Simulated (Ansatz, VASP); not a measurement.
## Bi2Te3: VASP beside Ansatz

```
CELL_PARAMETERS angstrom
2.20850 1.27508 10.77058
-2.20850 1.27508 10.77058
0.00000 -2.55016 10.77058
ATOMIC_POSITIONS crystal
Bi 0.39681 0.39681 0.39681
Bi 0.60319 0.60319 0.60319
Te 0.00000 0.00000 0.00000
Te 0.21695 0.21695 0.21695
Te 0.78305 0.78305 0.78305
```

Alike in both runs: functional r2SCAN; k mesh 6 × 6 × 6; occupations fermi-dirac, width 0.02 eV; no spin polarisation.

Ansatz relaxed the structure, and its values are those at the end. VASP's run is a single point on that final structure, the one shown.

```csv
,VASP,Ansatz
version,VASP 6.6.1,Ansatz 0.2.0
potentials or method,"VASP PAW PBE potentials, release 64 (Bi_d, Te), cutoff 520 eV",PAW plane waves
valence electrons in the cell,48,78
```

Ansatz gave:

```
gap on the k mesh at the Fermi level (eV) : 0.88
pressure (GPa)                            : 0.0
rms of the force components (eV/Å)        : 0.000
```

Estimate VASP's values.

gap on the k mesh at the Fermi level (eV): 0.87; pressure (GPa): 0.0; rms of the force components (eV/Å): 0.006.

VASP's potentials were made for PBE, not for r2SCAN. With one functional, cell and mesh, what is left measures potentials, basis and numerics. VASP's potentials hold 48 valence electrons a cell and Ansatz's 78, so a difference there can come from the potentials and not from the codes.

Neither program's run includes spin-orbit coupling.
